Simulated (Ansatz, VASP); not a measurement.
## One calculation of MoS2, two programs

Contents of INCAR:

```
  PREC = Accurate
  ENCUT = 520
  EDIFF = 1E-6
  ISMEAR = 0
  SIGMA = 0.02
  LREAL = False
  LASPH = True
  NELM = 150
  ALGO = Normal
  ISIF = 2
  LWAVE = False
  LCHARG = False
  ISPIN = 2
  MAGMOM = 2 2 0 0 0 0
  LORBIT = 11
  LMAXMIX = 4
  GGA = CA
  NBANDS = 39
```

Contents of KPOINTS:

```
regular mesh
0
Gamma
  8 8 2
```

File POSCAR:

```
MoS2
1.0
    3.1223002780      0.0000000000      0.0000000000
   -1.5611501390      2.7039913590      0.0000000000
    0.0000000000      0.0000000000     12.0782630060
Mo S
2 4
Direct
    0.3333333333      0.6666666667      0.2500000000
    0.6666666667      0.3333333333      0.7500000000
    0.3333333333      0.6666666667      0.6213145445
    0.6666666667      0.3333333333      0.1213145445
    0.3333333333      0.6666666667      0.8786854555
    0.6666666667      0.3333333333      0.3786854555
```

Input for Ansatz:

```yaml
crystal:
  lattice:
    - [3.122300278, 0.0, 0.0]
    - [-1.561150139, 2.703991359, 0.0]
    - [0.0, 0.0, 12.078263006]
  atoms:
    - { symbol: Mo, position: [0.3333333333, 0.6666666667, 0.25], spin: 2.0 }
    - { symbol: Mo, position: [0.6666666667, 0.3333333333, 0.75], spin: 2.0 }
    - { symbol: S, position: [0.3333333333, 0.6666666667, 0.6213145445] }
    - { symbol: S, position: [0.6666666667, 0.3333333333, 0.1213145445] }
    - { symbol: S, position: [0.3333333333, 0.6666666667, 0.8786854555] }
    - { symbol: S, position: [0.6666666667, 0.3333333333, 0.3786854555] }
magnetization:
  spin_polarized: true
basis:
  ecutwfc: 420
kpoints:
  mp_grid: { grid: [8, 8, 2] }
scf:
  occupations: { method: gaussian, width: 0.02 }
  n_extra_bands: 4
hamiltonian:
  xc: lda
  pseudopotentials: { kind: paw, azcp: { folder: soft_1 } }
output:
  eigenvalues: true
  forces: true
  stress: true
```

Alike in both runs: task single point; functional LDA; k mesh 8 × 8 × 2; occupations gaussian, width 0.02 eV; collinear spin.

|  | VASP | Ansatz |
| --- | --- | --- |
| version | VASP 6.6.1 | Ansatz 0.2.0 |
| potentials or method | VASP PAW LDA potentials, release 64 (Mo_sv, S), cutoff 520 eV | plane-wave PAW, scalar-relativistic |
| valence electrons in the cell | 52 | 52 |

|  | VASP | Ansatz | Ansatz less VASP |
| --- | --- | --- | --- |
| gap on the k mesh at the Fermi level (eV) | 0.84 | 0.83 | -0.011 |
| pressure (GPa) | 0.1 | 0.0 | -0.12 |
| rms of the force components (eV/Å) | 0.006 | 0.001 | -0.0053 |
| net moment per atom (μB) | 0.00 | 0.00 | 0.000 |

Ansatz warns that its potentials were made for another functional, while VASP's fit it. LDA's correlation is that of Perdew and Zunger in VASP and of Perdew and Wang (1992) in Ansatz. Atom by atom the forces differ by 0.007 eV/Å (rms over components). Ansatz's warnings: moment headroom below auto, seeded moment not kept.
